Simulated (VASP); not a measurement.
**AgCl: single point with PBE**

The system is AgCl.

```
Ag Cl
1.0
     0.00000    2.84334    2.80602
     2.84334    0.00000    2.80602
     2.84334    2.84334    0.00000
Ag Cl
1 1
Direct
  0.47755 0.52245 0.52245
  0.06832 0.93168 0.93168
```

| Quantity | Value |
| --- | --- |
| Program | VASP 6.6.1 |
| Task | single point |
| Functional | PBE |
| Potentials or basis | VASP PAW PBE potentials, release 64 (Ag, Cl) |
| Cutoff | 520 eV |
| k mesh | 8 × 8 × 8 |
| Occupations | gaussian, width 0.05 eV |
| Spin | no spin polarisation |

```
Pressure               : 3.3 GPa
Largest force          : 1.327 eV/Å
Band gap on the k mesh : 1.19 eV, indirect (least direct gap 1.63 eV)
```

Forces in eV/Å, atoms in the order of the input:
```
Ag  -1.327  0.000  0.000
Cl   1.327  0.000  0.000
```

Stress tensor (GPa, compression positive):
```
11.09  0.00  0.00
 0.00 -0.71  0.00
 0.00  0.00 -0.59
```

Levels at points of the mesh, in eV from the valence-band top:
| k point | band 7 | band 8 | band 9 | band 10 | band 11 | band 12 |
| --- | --- | --- | --- | --- | --- | --- |
| (0.00, 0.00, 0.00) | -1.04 | -1.02 | -0.43 | 1.19 | 10.12 | 10.14 |
| (0.50, 0.00, 0.00) | -1.56 | -0.14 | -0.02 | 4.74 | 6.22 | 8.06 |
| (0.50, 0.50, 0.00) | -1.72 | -1.33 | -1.11 | 2.79 | 7.28 | 8.62 |
| (0.50, 0.00, 0.50) | -1.73 | -1.32 | -1.05 | 2.80 | 7.36 | 8.49 |
| (0.00, 0.50, 0.50) | -1.82 | -1.81 | -1.80 | 2.83 | 8.21 | 9.16 |

Wall time 27 s on 1 thread of Intel(R) Xeon(R) 6975P-C (Granite Rapids), on a shared host, peak memory 0.21 GiB.

Caveat: forces of over 1 eV/Å act on the atoms, so gaps and moduli don't describe the material at rest. A k mesh can miss the band edges.
